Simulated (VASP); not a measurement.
# Au (I4_1/amd) in VASP: notebook

Runs on Au. Level: PBE. Tasks: relaxation of cell and atoms, single point.

Everything below comes from runs of VASP 6.6.1. Logs are shortened: lines on timing, memory, paths and dates and some standing lists are left out, and cuts for length are marked.

## Step 1: The cell of the first run

The structure is tetragonal, space group I4_1/amd (No. 141). Conventional cell: a = 4.332 Å, b = 4.332 Å, c = 2.382 Å, α = 90.00°, β = 90.00°, γ = 90.00°. Au (site symmetry -4m2) has 10 Au at 2.25 to 2.81 Å within 3.0 Å.

## Step 2: Relaxation of cell and atoms, PBE, target pressure 270 GPa, at which the enthalpy is minimised

Input file INCAR:

```
PREC = Accurate ; ENCUT = 600
EDIFF = 1E-7 ; ISMEAR = -1
SIGMA = 0.1 ; LREAL = False
LASPH = True ; NELM = 80
ALGO = Normal ; ISIF = 3
LWAVE = False ; LCHARG = False
GGA = PE ; IBRION = 2
NSW = 60 ; EDIFFG = -0.005
PSTRESS = 2700.0
```

Input file KPOINTS:

```
regular mesh
0
Gamma
  18 18 18
```

Input file POSCAR:

```
Au
1.0
   -2.1658435125      2.1658435125      1.1912139319
    2.1658435125     -2.1658435125      1.1912139319
    2.1658435125      2.1658435125     -1.1912139319
Au
2
Direct
   -0.3750000000     -0.1250000000     -0.2500000000
    0.3750000000      0.1250000000      0.2500000000
```

Potentials or basis: VASP PAW PBE potentials, release 64 (Au).

Command:

```console
$ cat potpaw_PBE.64/Au/POTCAR > POTCAR
$ mpirun -np 1 vasp_std > vasp.out
```

OUTCAR:

```text
PREC = Accurate
   ENCUT = 600
   EDIFF = 1E-7
   ISMEAR = -1
   LREAL = False
   LASPH = True
   NELM = 80
   ISIF = 3
   GGA = PE
   IBRION = 2
   NSW = 60
   EDIFFG = -0.005
   PSTRESS = 2700.0

 ion  position               nearest neighbor table
   1  0.625  0.875  0.750-   2 2.25   2 2.25   2 2.25   2 2.25   2 2.81   2 2.81   2 2.81   2 2.81

   2  0.375  0.125  0.250-   1 2.25   1 2.25   1 2.25   1 2.25   1 2.81   1 2.81   1 2.81   1 2.81

  LATTYP: Found a body centered tetragonal cell.
 ALAT       =     4.3316870250
 C/A-ratio  =     0.5500000000

  Lattice vectors:

 A1 = (  -2.1658435125,   2.1658435125,   1.1912139319)
 A2 = (   2.1658435125,  -2.1658435125,   1.1912139319)
 A3 = (   2.1658435125,   2.1658435125,  -1.1912139319)

Analysis of symmetry for initial positions (statically):
=====================================================================
 Subroutine PRICEL returns:
 Original cell was already a primitive cell.

 Routine SETGRP: Setting up the symmetry group for a
 body centered tetragonal supercell.

 Subroutine GETGRP returns: Found 16 space group operations
 (whereof  4 operations were pure point group operations)
 out of a pool of 16 trial point group operations.

The static configuration has the point symmetry C_2h.
 The point group associated with its full space group is D_4h.

Analysis of symmetry for dynamics (positions and initial velocities):
=====================================================================
 Subroutine PRICEL returns:
 Original cell was already a primitive cell.

 Routine SETGRP: Setting up the symmetry group for a
 body centered tetragonal supercell.

 Subroutine GETGRP returns: Found 16 space group operations
 (whereof  4 operations were pure point group operations)
 out of a pool of 16 trial point group operations.

The dynamic configuration has the point symmetry C_2h.
 The point group associated with its full space group is D_4h.

 Subroutine INISYM returns: Found 16 space group operations
 (whereof  4 operations are pure point group operations),
 and found     1 'primitive' translations

----------------------------------------------------------------------------------------

                                     Primitive cell

  volume of cell :      22.3514

  direct lattice vectors                    reciprocal lattice vectors
    -2.165843512  2.165843512  1.191213932     0.000000000  0.230856937  0.419739886
     2.165843512 -2.165843512  1.191213932     0.230856937  0.000000000  0.419739886
     2.165843512  2.165843512 -1.191213932     0.230856937  0.230856937  0.000000000

  length of vectors
     3.286448976  3.286448976  3.286448976     0.479037052  0.479037052  0.326481012

  position of ions in fractional coordinates (direct lattice)
     0.625000000  0.875000000  0.750000000
     0.375000000  0.125000000  0.250000000

  ion indices of the primitive-cell ions
   primitive index   ion index
                 1           1
                 2           2

----------------------------------------------------------------------------------------

 KPOINTS: regular mesh

Automatic generation of k-mesh.
 Grid dimensions read from file:
 generate k-points for:   18   18   18

 Generating k-lattice:

  Cartesian coordinates                     Fractional coordinates (reciprocal lattice)
     0.000000000  0.012825385  0.023318883     0.055555556  0.000000000  0.000000000
     0.012825385  0.000000000  0.023318883     0.000000000  0.055555556  0.000000000
     0.012825385  0.012825385  0.000000000     0.000000000  0.000000000  0.055555556

  Length of vectors
     0.026613170  0.026613170  0.018137834

  Shift w.r.t. Gamma in fractional coordinates (k-lattice)
     0.000000000  0.000000000  0.000000000

 Subroutine IBZKPT returns following result:
 ===========================================

 Found    480 irreducible k-points:

 Following reciprocal coordinates:
            Coordinates               Weight
  0.000000  0.000000  0.000000      1.000000
  0.055556  0.000000 -0.000000      8.000000
  0.111111  0.000000 -0.000000      8.000000
  0.166667  0.000000  0.000000      8.000000
  0.222222  0.000000 -0.000000      8.000000
  0.277778  0.000000  0.000000      8.000000
[... 16 lines left out ...]
 -0.277778  0.055556 -0.000000     16.000000
 -0.222222  0.055556 -0.000000     16.000000
 [... further k-points ...]
   k-points           NKPTS =    480   k-points in BZ     NKDIM =    480   number of bands    NBANDS=     15
   number of dos      NEDOS =    301   number of ions     NIONS =      2
   total plane-waves  NPLWV =  21952
   dimension x,y,z NGX =    28 NGY =   28 NGZ =   28
   dimension x,y,z NGXF=    56 NGYF=   56 NGZF=   56
   ions per type =               2
   NGX,Y,Z   is equivalent  to a cutoff of  14.16, 14.16, 14.16 a.u.
   NGXF,Y,Z  is equivalent  to a cutoff of  28.33, 28.33, 28.33 a.u.
 SYSTEM =  unknown system
   PREC   = accura    normal or accurate (medium, high low for compatibility)
   ISTART =      0    job   : 0-new  1-cont  2-samecut
   ICHARG =      2    charge: 1-file 2-atom 10-const
   ISPIN  =      1    spin polarized calculation?
   LNONCOLLINEAR =      F non collinear calculations
   LSORBIT =      F    spin-orbit coupling
   LASPH  =      T    aspherical Exc in radial PAW
   ENCUT  =  600.0 eV  44.10 Ry    6.64 a.u.   6.56  6.56  6.56*2*pi/ulx,y,z
   NELM   =     80;   NELMIN=  2; NELMDL= -5     # of ELM steps
   EDIFF  = 0.1E-06   stopping-criterion for ELM
   LREAL  =      F    real-space projection
   EDIFFG = -.5E-02   stopping-criterion for IOM
   NSW    =     60    number of steps for IOM
   IBRION =      2    ionic relax: 0-MD 1-quasi-New 2-CG
   NFREE  =      1    steps in history (QN), initial steepest desc. (CG)
   ISIF   =      3    stress and relaxation
   ISYM   =      2    0-nonsym 1-usesym 2-fastsym
   POTIM  = 0.5000    time-step for ionic-motion
   TEBEG  =    0.0;   TEEND  =   0.0 temperature during run
   PSTRESS= 2700.0 pullay stress
   NELECT =      22.0000    total number of electrons
   NUPDOWN=      -1.0000    fix difference up-down
   EMIN   =  10.00;   EMAX   =-10.00  energy-range for DOS
   EFERMI =   0.00;   METHOD = LEGACY
   ISMEAR =    -1;   SIGMA  =   0.10  broadening in eV -4-tet -1-fermi 0-gaus
   EFERMI_NEDOS =   21; number of points for ismear=-14 and -15
   IALGO  =     38    algorithm
   IMIX   =      4    mixing-type and parameters
     AMIX     =   0.40;   BMIX     =  1.00
     AMIX_MAG =   1.60;   BMIX_MAG =  1.00
  volume/ion in A,a.u.               =      11.18        75.42
  Fermi-wavevector in a.u.,A,eV,Ry     =   1.628475  3.077371 36.081708  2.651931
  Thomas-Fermi vector in A             =   2.721100
   LORBIT       =      0    0 simple, 1 ext, 2 COOP (PROOUT), +10 PAW based schemes
   GGA     = PE    functional components
   LHFCALC =     F    Hartree Fock is set to
   AEXX    =    0.0000 exact exchange contribution
   IVDW    =     0    specifies the selected vdW correction
   LEPSILON=     F    determine dielectric tensor
   LRPA    =     F    only Hartree local field effects (RPA)
 conjugate gradient relaxation of ions
 non-spin polarized calculation
  energy-cutoff  :      600.00
  volume of cell :       22.35
 maximum number of plane-waves:       767
   NGX = 13   NGY = 13   NGZ = 13

--------------------------------------- Ionic step        1  -------------------------------------------

 number of electron      22.0000003 magnetization

 Free energy of the ion-electron system (eV)
  ---------------------------------------------------
  ext. energy  EPLUGINS =         0.00000000
  ---------------------------------------------------
  free energy    TOTEN  =         3.36385865 eV

  energy without entropy =        3.37781657  energy(sigma->0) =        3.37083761

------------------------ aborting loop because EDIFF is reached ----------------------------------------

  FORCE on cell =-STRESS in cart. coord.  units (eV):
  Direction    XX          YY          ZZ          XY          YZ          ZX
  --------------------------------------------------------------------------------------
  -------------------------------------------------------------------------------------
  Total       48.1340482     48.1340482     37.7524569      0.0000000     -0.0000000     -0.0000000
  in kB     3450.3175401   3450.3175401   2706.1502032      0.0000000     -0.0000000     -0.0000000
  external PRESSURE =     502.2617611 kB  Pullay stress =    2700.0000000 kB
[... 25 lines left out ...]
--------------------------------------- Ionic step        2  -------------------------------------------

 number of electron      21.9999993 magnetization

 E-fermi :   8.7944     XC(G=0): -12.3946

 val. band max:        8.7928798959   @ k =   0.3889   0.2778   0.1111
 cond. band min:       8.7946145647   @ k =  -0.2778   0.3333   0.1667
 fundamental gap:      0.0017346687
 Fermi energy:         8.7944017315

 k-point     1 :       0.0000    0.0000    0.0000
  band No.  band energies     occupation
      1      -0.7678      2.00000
      2       0.8646      2.00000
      3       1.7398      2.00000
      4       2.3390      2.00000
      5       2.5114      2.00000
      6       6.6337      2.00000
      7       7.0710      2.00000
      8       7.0710      2.00000
      9       7.0800      2.00000
     10       7.0800      2.00000
     11       7.6250      1.99998
     12      11.5020      0.00000
     13      11.5020      0.00000
     14      14.7291      0.00000
[... 486 lines left out ...]
  energy  without entropy=        0.6355444890  energy(sigma->0) =        0.62863390

  enthalpy is  TOTEN    =        40.8297707386 eV   P V=       40.2080474219

[... ionic steps 4 to 7 ...]

--------------------------------------- Ionic step        8  -------------------------------------------

 number of electron      22.0000000 magnetization

------------------------ aborting loop because EDIFF is reached ----------------------------------------
[... 71 lines left out ...]
--------------------------------------- Ionic step       10  -------------------------------------------

 number of electron      22.0000000 magnetization

 Free energy of the ion-electron system (eV)
  ---------------------------------------------------
  ext. energy  EPLUGINS =         0.00000000
  ---------------------------------------------------
  free energy    TOTEN  =         1.65408070 eV

  energy without entropy =        1.66714039  energy(sigma->0) =        1.66061054

 E-fermi :  17.4810     XC(G=0): -15.0492

 val. band max:       17.4637936947   @ k =   0.3333   0.1111   0.0556
 cond. band min:      17.4818197246   @ k =  -0.3333   0.5000   0.1111
 fundamental gap:      0.0180260299
 Fermi energy:        17.4809567696

 k-point     1 :       0.0000    0.0000    0.0000
  band No.  band energies     occupation
      1       2.9052      2.00000
      2       5.3339      2.00000
      3       6.4381      2.00000
      4       6.9332      2.00000
      5       7.6867      2.00000
      6      13.1831      2.00000
      7      13.1831      2.00000
      8      13.2362      2.00000
      9      13.2362      2.00000
     10      15.6926      2.00000
     11      17.5743      0.56429
     12      21.1646      0.00000
     13      21.1646      0.00000
     14      31.8469      0.00000
[... 448 lines left out ...]
  energy  without entropy=        1.6671403924  energy(sigma->0) =        1.66061054

  enthalpy is  TOTEN    =        40.7468886174 eV   P V=       39.0928079210

 reached required accuracy - stopping structural energy minimisation
```

It took 19 min on 1 thread of Intel Xeon Platinum 8259CL at 2.50GHz (Skylake/Cascade Lake), shared host; peak memory 0.33 GiB.

What came out:

| Property | Result |
| --- | --- |
| Free energy | 1.6541 eV |
| Relaxed volume | 11.60 Å³/atom |
| Relaxed cell | a = 3.359 Å, b = 3.359 Å, c = 3.359 Å, α = 96.97°, β = 96.97°, γ = 139.22° |
| Space group after relaxing (to 0.05 Å) | I4_1/amd (No. 141) |
| Energy change on relaxing (the enthalpy is what falls) | -854.9 meV/atom |
| Ionic steps | 10 |
| Pressure after relaxing | 270.0 GPa |
| Band gap on the k mesh | zero (band 11 reaches 21.78 eV, above the bottom of band 12 at 13.79 eV) |

The path:
```
step  energy change (eV)  largest force (eV/Å)  pressure (GPa)  volume (Å³)
   1              0.0000                0.0000          320.23        22.35
   2             -8.3736                0.0000           34.22        35.14
   3             -2.7421                0.0000          237.09        23.86
   4             -2.0742                0.0000          257.51        23.44
   5              1.4156                0.0000          352.19        22.16
   6             -1.8065                0.0000          266.90        23.26
   7             -1.7721                0.0000          268.04        23.23
   8             -1.7572                0.0000          268.53        23.23
   9             -1.3755                0.0000          280.40        23.00
  10             -1.7098                0.0000          270.01        23.20
```

Final structure:
```yaml
crystal:
  lattice:
    - [-2.22619, 2.22619, 1.17019]
    - [2.22619, -2.22619, 1.17019]
    - [2.22619, 2.22619, -1.17019]
  atoms:
    - { symbol: Au, position: [0.62500, 0.87500, 0.75000] }
    - { symbol: Au, position: [0.37500, 0.12500, 0.25000] }
```

Levels at points of the mesh, in eV from the Fermi level:
| k point | band 8 | band 9 | band 10 | band 11 | band 12 | band 13 | band 14 | band 15 |
| --- | --- | --- | --- | --- | --- | --- | --- | --- |
| (0.00, 0.00, 0.00) | -4.24 | -4.24 | -1.79 | 0.09 | 3.68 | 3.68 | 14.37 | 15.79 |
| (0.50, 0.00, 0.00) | -4.24 | -2.87 | -2.62 | 1.49 | 5.47 | 6.64 | 7.54 | 12.85 |
| (0.50, 0.50, 0.00) | -5.57 | -3.18 | -3.18 | -2.85 | -2.85 | 12.01 | 12.01 | 14.14 |
| (0.50, 0.50, 0.50) | -4.07 | -3.82 | -3.82 | -3.70 | -3.70 | 5.04 | 5.04 | 18.30 |

Caveat: the cell is relaxed towards a set pressure, so the enthalpy falls and the energy may rise; spin-orbit coupling is left out, which moves the levels of the heavy elements.

## Step 3: Relaxation of cell and atoms, PBE, target pressure 270 GPa, at which the enthalpy is minimised

This run uses another cell than the first one, of 11.60 Å³/atom, 1.038 times its volume.

Input file INCAR:

```
PREC = Accurate
ENCUT = 600
EDIFF = 1E-7
ISMEAR = -1
SIGMA = 0.1
LREAL = False
LASPH = True
NELM = 80
ALGO = Normal
ISIF = 3
LWAVE = False
LCHARG = False
GGA = PE
IBRION = 2
NSW = 32
EDIFFG = -0.005
PSTRESS = 2700.0
```

Input file KPOINTS:

```
Automatic mesh
0
Gamma
  18 18 18
```

Input file POSCAR:

```
Au
1.0
   -2.2264667146      2.2264667146      1.1699714814
    2.2264667146     -2.2264667146      1.1699714814
    2.2264667146      2.2264667146     -1.1699714814
Au
2
Direct
   -0.3750000000     -0.1250000000     -0.2500000000
    0.3750000000      0.1250000000      0.2500000000
```

Potentials or basis: VASP PAW PBE potentials, release 64 (Au).

Command:

```console
$ cat potpaw_PBE.64/Au/POTCAR > POTCAR
$ mpirun -np 1 vasp_std > vasp.out
```

It took 5.6 min on 1 thread of Intel Xeon Platinum 8259CL at 2.50GHz (Skylake/Cascade Lake), shared host; peak memory 0.31 GiB.

It converged, with:

- Free energy: 1.6524 eV
- Energy change on relaxing (the enthalpy is what falls): +0.5 meV/atom
- Ionic steps: 3
- Pressure after relaxing: 270.0 GPa
- Band gap on the k mesh: zero (band 11 reaches 21.78 eV, above the bottom of band 12 at 13.79 eV)

The path:
```tsv
step	energy change (eV)	largest force (eV/Å)	pressure (GPa)	volume (Å³)
1	0.0000	0.0000	269.99	23.20
2	0.0056	0.0000	270.10	23.20
3	0.0009	0.0000	270.01	23.20
```

Final structure:
```xyz
2
Lattice="-2.2262 2.2262 1.1702 2.2262 -2.2262 1.1702 2.2262 2.2262 -1.1702" Properties=species:S:1:pos:R:3 pbc="T T T"
Au    2.2262    1.1131    0.8776
Au    0.0000    1.1131    0.2925
```

Levels at points of the mesh, in eV from the Fermi level:
```tsv
k point	band 8	band 9	band 10	band 11	band 12	band 13	band 14	band 15
(0.00, 0.00, 0.00)	-4.24	-4.24	-1.79	0.09	3.68	3.68	14.36	15.79
(0.50, 0.00, 0.00)	-4.24	-2.87	-2.62	1.49	5.47	6.64	7.54	12.85
(0.50, 0.50, 0.00)	-5.57	-3.18	-3.18	-2.85	-2.85	12.01	12.01	14.14
(0.50, 0.50, 0.50)	-4.07	-3.82	-3.82	-3.70	-3.70	5.04	5.04	18.30
```

Caveat: the cell is relaxed towards a set pressure, so the enthalpy falls and the energy may rise; spin-orbit coupling is left out, which moves the levels of the heavy elements.

[end of part 1 of 2]
